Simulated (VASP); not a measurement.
Wanted: the native input for a VASP 6.6.1 run.

```yaml
Task: single point
Functional: LDA
Potentials_or_basis: VASP PAW LDA potentials, release 64 (C)
Cutoff: 520 eV
k_mesh: 12 × 12 × 12
Occupations: gaussian, width 0.02 eV
Spin: no spin polarisation
Dipole_correction: no
Further_INCAR_settings: ALGO = Normal; EDIFF = 1e-07; NBANDS = 11
```

The structure of C lies in POSCAR:

```
C
1.0
    1.2225127627      0.7058180726      3.3059988199
   -1.2225127627      0.7058180726      3.3059988199
    0.0000000000     -1.4116361453      3.3059988199
C
2
Direct
    0.8334288271      0.8334288271      0.8334288271
    0.1665711729      0.1665711729      0.1665711729
```

These files were run (other wordings do the same):

INCAR

```
SYSTEM = C
PREC     = Accurate       ! precision mode
ENCUT    = 520            ! plane-wave cutoff, eV
EDIFF    = 1E-7           ! SCF threshold, eV
ISMEAR   = 0              ! smearing method
SIGMA    = 0.02           ! smearing width, eV
LREAL    = .False.        ! projectors in reciprocal space
LASPH    = .True.         ! aspherical terms in the spheres
NELM     = 100            ! most SCF steps
ALGO     = Normal         ! electronic algorithm
ISIF     = 2              ! what is computed and relaxed
LWAVE    = .False.        ! write WAVECAR
LCHARG   = .False.        ! write CHGCAR
GGA      = CA             ! functional
NBANDS   = 11             ! bands
```

KPOINTS

```
regular mesh
0
Gamma
  12 12 12
  0 0 0
```

Potentials or basis: VASP PAW LDA potentials, release 64 (C).

The run is started by

```bash
$ cat potpaw_LDA.64/C/POTCAR > POTCAR
$ mpirun -np 1 vasp_std > vasp.out
```

Results of the run:

```
Pressure : 0.8 GPa
```

Run time: 50 s on 1 thread of Intel Xeon 8259CL, with other jobs on the host, peak memory 0.15 GiB.
